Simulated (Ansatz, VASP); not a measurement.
## One calculation of Te2Mo, two programs

```
Te Mo
1.0
     3.52000    0.00000    0.00000
    -1.76000    3.04841    0.00000
     0.00000    0.00000   45.01000
Te Mo
4 2
Direct
  0.66667 0.33333 0.20165
  0.66667 0.33333 0.28207
  0.33333 0.66667 0.35346
  0.33333 0.66667 0.43388
  0.33333 0.66667 0.24184
  0.66667 0.33333 0.39369
```

Alike in both runs: functional PBE; dispersion D3(BJ); k mesh 12 × 12 × 1; occupations gaussian, width 0.02 eV; no spin polarisation.

Ansatz relaxed the structure, and its values are those at the end. VASP's run is a single point on that final structure, the one shown.

```csv
,VASP,Ansatz
version,VASP 6.6.1,Ansatz 0.2.0
potentials or method,"VASP PAW PBE potentials, release 64 (Te, Mo_sv)","scalar-relativistic, plane waves, PAW"
plane-wave cutoff (eV),520,420
valence electrons in the cell,52,92
```

```tsv
	VASP	Ansatz	Ansatz less VASP
gap on the k mesh at the Fermi level (eV)	0.84	0.84	+0.007
least direct gap on the mesh (eV)	1.09	1.09	+0.001
rms of the force components (eV/Å)	0.006	0.001	-0.0054
```

VASP's potentials hold 52 valence electrons a cell and Ansatz's 92, so a difference there can come from the potentials and not from the codes. Ansatz's warnings: slab cell height set, xc potential rough in thin density.

Spin-orbit coupling is off throughout.
